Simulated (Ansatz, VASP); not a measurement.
# KNbO3 in VASP and in Ansatz

Contents of INCAR:

```
SYSTEM = KNbO3
PREC = Accurate
ENCUT = 600
EDIFF = 1E-6
ISMEAR = 0
SIGMA = 0.1
LREAL = .FALSE.
LASPH = .TRUE.
NELM = 120
ALGO = Normal
ISIF = 2
LWAVE = .FALSE.
LCHARG = .FALSE.
GGA = PE
NBANDS = 28
GGA_COMPAT = .FALSE.
```

File KPOINTS:

```
Automatic mesh
0
G
  4 4 4
  0 0 0
```

File POSCAR:

```
KNbO3
1.0
    3.6876818306      0.0000000000      0.0000000000
    0.0000000000      3.6876818306      0.0000000000
    0.0000000000      0.0000000000      3.7771123077
K Nb O
1 1 3
Direct
    0.5000000000      0.5000000000      0.4999545100
    0.0000000000      0.0000000000      0.0149157700
    0.5000000000      0.0000000000      0.9741423400
    0.0000000000      0.5000000000      0.9741423400
    0.0000000000      0.0000000000      0.4716460400
```

Input for Ansatz:

```yaml
crystal:
  lattice:
    - [3.6876818306, 0.0, 0.0]
    - [0.0, 3.6876818306, 0.0]
    - [0.0, 0.0, 3.7771123077]
  atoms:
    - { symbol: K, position: [0.5, 0.5, 0.49995451] }
    - { symbol: Nb, position: [0.0, 0.0, 0.01491577] }
    - { symbol: O, position: [0.5, 0.0, 0.97414234] }
    - { symbol: O, position: [0.0, 0.5, 0.97414234] }
    - { symbol: O, position: [0.0, 0.0, 0.47164604] }
basis:
  ecutwfc: 430
kpoints:
  mp_grid: { grid: [4, 4, 4] }
  band_path: { path: [[0, 0, 0], [0.5, 0, 0], [0.5, 0.5, 0.5]], npoints: 8 }
hamiltonian:
  xc: pbe
scf:
  occupations: { method: gaussian, width: 0.1 }
output:
  forces: true
  stress: true
  eigenvalues: true
accuracy: high
```

Alike in both runs: task single point; functional PBE; k mesh 4 × 4 × 4; occupations gaussian, width 0.1 eV; no spin polarisation.

|  | VASP | Ansatz |
| --- | --- | --- |
| version | VASP 6.6.1 | Ansatz 0.2.0 |
| potentials or method | VASP PAW PBE potentials, release 64 (K_sv, Nb_sv, O), cutoff 600 eV | scalar-relativistic, plane waves, PAW |
| valence electrons in the cell | 40 | 40 |

```csv
,VASP,Ansatz,Ansatz less VASP
gap on the k mesh at the Fermi level (eV),2.03,2.06,+0.032
least direct gap on the mesh (eV),2.73,2.74,+0.008
rms of the force components (eV/Å),1.270,1.246,-0.0242
```

Atom by atom the forces differ by 0.032 eV/Å (rms over components). With one functional, cell and mesh, what is left measures potentials, basis and numerics.

The k mesh is coarse, so the values compare programs but aren't converged.
